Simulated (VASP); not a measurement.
A run of VASP 6.6.1:

Contents of POSCAR:

```
Te
1.0
    4.6324895794      0.0000000000      0.0000000000
   -2.3162447897      4.0118536585      0.0000000000
    0.0000000000      0.0000000000      5.8869033509
Te
3
Direct
    0.2535874858      0.0000000000      0.3333333333
    1.0000000000      0.2535874858      0.6666666667
    0.7464125142      0.7464125142      0.0000000000
```

INCAR.step1

```
SYSTEM = Te
PREC = Accurate
ENCUT = 520
EDIFF = 1E-5
ISMEAR = -1
SIGMA = 0.1
LREAL = .FALSE.
LASPH = .TRUE.
NELM = 100
ALGO = Normal
ISIF = 2
LWAVE = .TRUE.
LCHARG = .FALSE.
GGA = PE
NBANDS = 16
```

Contents of INCAR.step2:

```
SYSTEM = Te
PREC = Accurate
ENCUT = 520
EDIFF = 1E-7
ISMEAR = -1
SIGMA = 0.1
LREAL = .FALSE.
LASPH = .TRUE.
NELM = 100
ALGO = Normal
ISIF = 2
LWAVE = .FALSE.
LCHARG = .FALSE.
METAGGA = R2SCAN
LHFCALC = .TRUE.
AEXX = 0.25
LMIXTAU = .TRUE.
PRECFOCK = Normal
ISTART = 1
NBANDS = 16
```

The input KPOINTS:

```
regular mesh
0
G
  4 4 3
  0 0 0
```

Potentials or basis: VASP PAW PBE potentials, release 64 (Te).

Command:

```sh
$ cat potpaw_PBE.64/Te/POTCAR > POTCAR
$ cp INCAR.step1 INCAR
$ mpirun -np 1 vasp_std > vasp.out
$ cp INCAR.step2 INCAR
$ mpirun -np 1 vasp_std > vasp.out
```

Hardware: 1 thread of Intel(R) Xeon(R) Platinum 8259CL CPU @ 2.50GHz (Skylake/Cascade Lake) (shared host).

Question: Estimate the wall time of this run.

Answer: Wall time 25 min on 1 thread of Intel(R) Xeon(R) Platinum 8259CL CPU @ 2.50GHz (Skylake/Cascade Lake), with other jobs on the host, peak memory 0.27 GiB. Counts: k points 9.
